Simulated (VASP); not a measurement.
Input of a VASP 6.6.1 run:

Contents of INCAR:

```
SYSTEM = BP
PREC = Accurate
ENCUT = 500
EDIFF = 1E-6
ISMEAR = 0
SIGMA = 0.02
LREAL = .False.
LASPH = .True.
NELM = 120
ALGO = Normal
ISIF = 2
LWAVE = .False.
LCHARG = .False.
NBANDS = 11
GGA_COMPAT = .False.
```

Contents of KPOINTS:

```
Automatic mesh
0
Gamma
  10 10 10
  0 0 0
```

POSCAR

```
BP
1.0
    0.0000000000      2.1757516205      2.1757516205
    2.1757516205      0.0000000000      2.1757516205
    2.1757516205      2.1757516205      0.0000000000
B P
1 1
Direct
    0.0000000000      0.0000000000      0.0000000000
    0.2500000000      0.2500000000      0.2500000000
```

Potentials or basis: VASP PAW LDA potentials, release 64 (B, P).

Command:

```bash
$ cat potpaw_LDA.64/B/POTCAR potpaw_LDA.64/P/POTCAR > POTCAR
$ mpirun -np 1 vasp_std > vasp.out
```

Task: Predict the band gap on the k mesh.

Result: 1.04 eV, indirect (least direct gap 3.61 eV).

Task: Predict the pressure.

Result: 19.6 GPa.

 A k mesh can miss the band edges.
